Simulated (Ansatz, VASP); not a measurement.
KZnF3 in VASP and in Ansatz

```xyz
5
Lattice="4.1127 0.0000 0.0000 0.0000 4.1127 0.0000 0.0000 0.0000 4.0081" Properties=species:S:1:pos:R:3 pbc="T T T"
K     0.0000    0.0000    0.0000
Zn    2.0564    2.0564    2.0041
F     0.0000    2.0564    2.0041
F     2.0564    0.0000    2.0041
F     2.0564    2.0564    0.0000
```

Alike in both runs: task single point; functional PBEsol; k mesh 6 × 6 × 6; occupations gaussian, width 0.02 eV; no spin polarisation.

|  | VASP | Ansatz |
| --- | --- | --- |
| version | VASP 6.6.1 | Ansatz 0.2.0 |
| potentials or method | VASP PAW PBE potentials, release 64 (K_sv, Zn, F), cutoff 520 eV | scalar-relativistic, plane waves, PAW |
| valence electrons in the cell | 42 | 42 |

```csv
,VASP,Ansatz,Ansatz less VASP
gap on the k mesh at the Fermi level (eV),3.52,3.59,+0.073
least direct gap on the mesh (eV),5.32,5.36,+0.040
pressure (GPa),-1.0,-1.3,-0.35
"traceless stress, the component that is largest in VASP (GPa)",1.44,1.35,-0.089
```

VASP's potentials were made for PBE, not for PBEsol.
